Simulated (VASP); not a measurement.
Wanted: the native input for a VASP 6.6.1 run.

| Quantity | Value |
| --- | --- |
| Task | single point |
| Functional | LDA |
| Potentials or basis | VASP PAW LDA potentials, release 64 (Te, Sn_d) |
| Cutoff | 520 eV |
| k mesh | 6 × 6 × 6 |
| Occupations | fermi-dirac, width 0.05 eV |
| Spin | no spin polarisation |
| Dipole correction | no |
| Further INCAR settings | ALGO = Normal; EDIFF = 1e-06; NBANDS = 24 |

The structure of SnTe3 lies in POSCAR:

```
SnTe3
1.0
    0.0000000000      3.9369484026      3.9369484026
    3.9369484026      0.0000000000      3.9369484026
    3.9369484026      3.9369484026      0.0000000000
Te Sn
3 1
Direct
    0.5000000000      0.5000000000      0.5000000000
    0.7500000000      0.7500000000      0.7500000000
    0.2500000000      0.2500000000      0.2500000000
    0.0000000000      0.0000000000      0.0000000000
```

One way to write it, as run:

INCAR

```
ALGO     = Normal         # electronic algorithm
EDIFF    = 1E-6           # SCF threshold, eV
ENCUT    = 520            # plane-wave cutoff, eV
ISIF     = 2              # what is computed and relaxed
ISMEAR   = -1             # smearing method
LASPH    = True           # aspherical terms in the spheres
LCHARG   = True           # write CHGCAR
LELF     = True           # ELF
LREAL    = False          # projectors in reciprocal space
LVHAR    = True         
LWAVE    = False          # write WAVECAR
NBANDS   = 24             # bands
NELM     = 80             # most SCF steps
PREC     = Accurate       # precision mode
SIGMA    = 0.05           # smearing width, eV
```

KPOINTS

```
k-points
0
Gamma
  6 6 6
```

Potentials or basis: VASP PAW LDA potentials, release 64 (Te, Sn_d).

Run with:

```sh
$ cat potpaw_LDA.64/Te/POTCAR potpaw_LDA.64/Sn_d/POTCAR > POTCAR
$ mpirun -np 1 vasp_std > vasp.out
```

Results of the run:

```yaml
Pressure: -6.0 GPa
Band_gap_on_the_k_mesh: zero (band 16 reaches 7.16 eV, above the bottom of band 17 at 5.12 eV)
```

Caveat: spin-orbit coupling is left out, which moves the levels of the heavy elements.

Wall time 69 s on 1 thread of AMD EPYC 7R13 Processor (Zen 3), on a shared host, peak memory 0.19 GiB.
